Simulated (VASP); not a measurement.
# B: single point with LDA

B:

```xyz
2
Lattice="0.0000 2.0104 2.0104 2.0104 0.0000 2.0104 2.0104 2.0104 0.0000" Properties=species:S:1:pos:R:3 pbc="T T T"
B    -0.4423   -0.5629   -0.5629
B     0.4423    0.5629    0.5629
```

This cell differs from its parent crystal: shortest bond scaled by 0.88.

```
Program             : VASP 6.6.1
Task                : single point
Functional          : LDA
Potentials or basis : VASP PAW LDA potentials, release 64 (B)
Cutoff              : 520 eV
k mesh              : 13 × 13 × 13
Occupations         : fermi-dirac, width 0.05 eV
Spin                : no spin polarisation
```

The pressure is 5.4 GPa and the largest force is 3.165 eV/Å. The band gap on the k mesh is zero (band 3 reaches 9.41 eV, above the bottom of band 4 at 1.39 eV).

Forces in eV/Å, atoms in the order of the input:
```
B   -1.828  1.828  1.828
B    1.828 -1.828 -1.828
```

Stress tensor (GPa, compression positive):
```
  5.45 -20.48 -20.48
-20.48   5.45  20.48
-20.48  20.48   5.45
```

Levels at points of the mesh, in eV from the Fermi level:
| k point | band 1 | band 2 | band 3 | band 4 | band 5 | band 6 |
| --- | --- | --- | --- | --- | --- | --- |
| (0.00, 0.00, 0.00) | -12.84 | 2.04 | 5.43 | 5.43 | 7.14 | 7.14 |

Run time: 15 s on 1 thread of Intel Xeon 6975P-C, on a shared host, peak memory 0.14 GiB.

Caveat: the cell differs from its parent crystal (shortest bond scaled by 0.88); forces of over 1 eV/Å act on the atoms, so gaps and moduli don't describe the material at rest.
